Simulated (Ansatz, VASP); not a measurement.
# AlOs: VASP beside Ansatz

INCAR

```
SYSTEM = AlOs
  PREC = Accurate
  ENCUT = 520
  EDIFF = 1E-6
  ISMEAR = -1
  SIGMA = 0.05
  LREAL = .FALSE.
  LASPH = .TRUE.
  NELM = 60
  ALGO = Normal
  ISIF = 2
  LWAVE = .FALSE.
  LCHARG = .FALSE.
  GGA = CA
  NBANDS = 12
```

The input KPOINTS:

```
Automatic mesh
0
G
  10 10 10
  0 0 0
```

The input POSCAR:

```
AlOs
1.0
    2.9979119800      0.0000000000      0.0000000000
    0.0000000000      2.9979119800      0.0000000000
    0.0000000000      0.0000000000      2.9979119800
Al Os
1 1
Direct
    0.0000000000      0.0000000000      0.0000000000
    0.5000000000      0.5000000000      0.5000000000
```

Input for Ansatz:

```yaml
crystal:
  lattice:
    - [2.99791198, 0.0, 0.0]
    - [0.0, 2.99791198, 0.0]
    - [0.0, 0.0, 2.99791198]
  atoms:
    - { symbol: Al, position: [0.0, 0.0, 0.0] }
    - { symbol: Os, position: [0.5, 0.5, 0.5] }
kpoints:
  mp_grid: { grid: [10, 10, 10] }
scf:
  occupations: { method: fermi_dirac, width: 0.05 }
hamiltonian:
  xc: lda
  pseudopotentials: { kind: paw }
output:
  forces: true
  stress: true
  eigenvalues: true
  populations: true
  write_density: true
  write_potential: true
  elf: true
  volumetric_format: npy
```

Change from the starting cell: shortest bond scaled by 1, PAW files.

Alike in both runs: task single point; functional LDA; k mesh 10 × 10 × 10; occupations fermi-dirac, width 0.05 eV; no spin polarisation.

|  | VASP | Ansatz |
| --- | --- | --- |
| version | VASP 6.6.1 | Ansatz 0.2.0 |
| potentials or method | VASP PAW LDA potentials, release 64 (Al, Os) | PAW with Ansatz's default frozen-core files, scalar-relativistic |
| plane-wave cutoff (eV) | 520 | 420 |
| valence electrons in the cell | 11 | 19 |

|  | VASP | Ansatz | Ansatz less VASP |
| --- | --- | --- | --- |
| pressure (GPa) | -5.5 | -6.2 | -0.71 |

LDA's correlation is that of Perdew and Zunger in VASP and of Perdew and Wang (1992) in Ansatz. VASP's potentials hold 11 valence electrons a cell and Ansatz's 19, so a difference there can come from the potentials and not from the codes.

Neither program's run includes spin-orbit coupling.
